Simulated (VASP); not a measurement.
Crystal: KSO3F.

```
K S O F
1.0
     8.82252    0.00000    0.00000
     0.00000    6.04081    0.00000
     0.00000    0.00000    7.55606
K S O F
4 4 12 4
Cartesian
  5.9771 1.5102 2.5813
  1.5658 1.5102 1.1967
  2.8454 4.5306 4.9748
  7.2567 4.5306 6.3593
  4.9027 1.5102 6.0484
  0.4914 1.5102 5.2857
  3.9199 4.5306 1.5076
  8.3311 4.5306 2.2704
  5.1506 0.2851 5.3056
  0.7394 2.7353 6.0285
  3.6719 3.3055 2.2504
  8.0832 5.7557 1.5276
  3.6719 5.7557 2.2504
  8.0832 3.3055 1.5276
  5.1506 2.7353 5.3056
  0.7394 0.2851 6.0285
  3.7307 1.5102 6.8913
  8.1420 1.5102 4.4428
  5.0918 4.5306 0.6648
  0.6806 4.5306 3.1133
  6.1484 1.5102 7.1465
  1.7371 1.5102 4.1875
  2.6742 4.5306 0.4095
  7.0854 4.5306 3.3685
```

Base run:

- Program: VASP 6.6.1
- Functional: PBE
- Potentials or basis: VASP PAW PBE potentials, release 64 (K_sv, S, O, F)
- Cutoff: 520 eV
- k mesh: 3 × 4 × 3
- Occupations: fermi-dirac, width 0.02 eV
- Spin: no spin polarisation

Its results: band gap on the k mesh 5.11 eV, direct; pressure 0.0 GPa; largest force 0.207 eV/Å.

Question: The run is repeated on the same cell with these changes: functional from PBE to r2SCAN. What comes out?

Answer: Band gap on the k mesh 5.81 eV, direct; pressure -3.8 GPa; largest force 0.666 eV/Å.

r2SCAN gives the wider gap, since meta-GGAs in the generalised Kohn-Sham scheme recover part of the derivative discontinuity.

Caveats: the PAW data sets were made with another functional, which shifts forces and pressure a little (some runs).

A k mesh can miss the band edges.
